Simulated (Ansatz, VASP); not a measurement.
**Two plane-wave programs on ZnCu2SnS4**

Contents of INCAR:

```
  PREC = Accurate
  ENCUT = 520
  EDIFF = 1E-6
  ISMEAR = -1
  SIGMA = 0.05
  LREAL = F
  LASPH = T
  NELM = 100
  ALGO = Normal
  ISIF = 2
  LWAVE = F
  LCHARG = T
  GGA = PE
  LELF = T
  LVHAR = T
  NBANDS = 46
```

Contents of KPOINTS:

```
regular mesh
0
Gamma
  7 7 7
```

Contents of POSCAR:

```
ZnCu2SnS4
1.0
   -2.7171000000      2.7171000000      5.4248000000
    2.7171000000     -2.7171000000      5.4248000000
    2.7171000000      2.7171000000     -5.4248000000
Sn Zn Cu S
1 1 2 4
Direct
    0.5000000000      0.5000000000      0.0000000000
    0.2500000000      0.7500000000      0.5000000000
    0.7500000000      0.2500000000      0.5000000000
    0.0000000000      0.0000000000      0.0000000000
    0.6279900000      0.6283900000      0.5128000000
    0.8848100000      0.3720100000      0.0004000000
    0.1155900000      0.1151900000      0.4872000000
    0.3716100000      0.8844100000      0.9996000000
```

input.yaml

```yaml
crystal:
  lattice:
    - [-2.7171, 2.7171, 5.4248]
    - [2.7171, -2.7171, 5.4248]
    - [2.7171, 2.7171, -5.4248]
  atoms:
    - { symbol: Sn, position: [0.5, 0.5, 0.0] }
    - { symbol: Zn, position: [0.25, 0.75, 0.5] }
    - { symbol: Cu, position: [0.75, 0.25, 0.5] }
    - { symbol: Cu, position: [0.0, 0.0, 0.0] }
    - { symbol: S, position: [0.62799, 0.62839, 0.5128] }
    - { symbol: S, position: [0.88481, 0.37201, 0.0004] }
    - { symbol: S, position: [0.11559, 0.11519, 0.4872] }
    - { symbol: S, position: [0.37161, 0.88441, 0.9996] }
hamiltonian:
  xc: pbe
  pseudopotentials: { kind: paw }
kpoints:
  mp_grid: { grid: [7, 7, 7] }
scf:
  occupations: { method: fermi_dirac, width: 0.05 }
output:
  forces: true
  stress: true
  eigenvalues: true
```

Alike in both runs: task single point; functional PBE; k mesh 7 × 7 × 7; occupations fermi-dirac, width 0.05 eV; no spin polarisation.

|  | VASP | Ansatz |
| --- | --- | --- |
| version | VASP 6.6.1 | Ansatz 0.2.0 |
| potentials or method | VASP PAW PBE potentials, release 64 (Sn_d, Zn, Cu, S) | Ansatz PAW |
| plane-wave cutoff (eV) | 520 | 420 |
| valence electrons in the cell | 72 | 88 |

```tsv
	VASP	Ansatz	Ansatz less VASP
gap on the k mesh at the Fermi level (eV)	0.32	0.29	-0.028
least direct gap on the mesh (eV)	0.32	0.29	-0.028
pressure (GPa)	2.1	2.1	-0.05
traceless stress, the component that is largest in VASP (GPa)	-0.07	-0.07	+0.004
rms of the force components (eV/Å)	0.236	0.252	+0.0152
```

Atom by atom the forces differ by 0.017 eV/Å (rms over components). VASP's potentials hold 72 valence electrons a cell and Ansatz's 88, so a difference there can come from the potentials and not from the codes.

Noted on Ansatz's run: odd divisions of the mesh miss points on the zone boundary, where band edges often lie, so the gap on the mesh can be too wide.
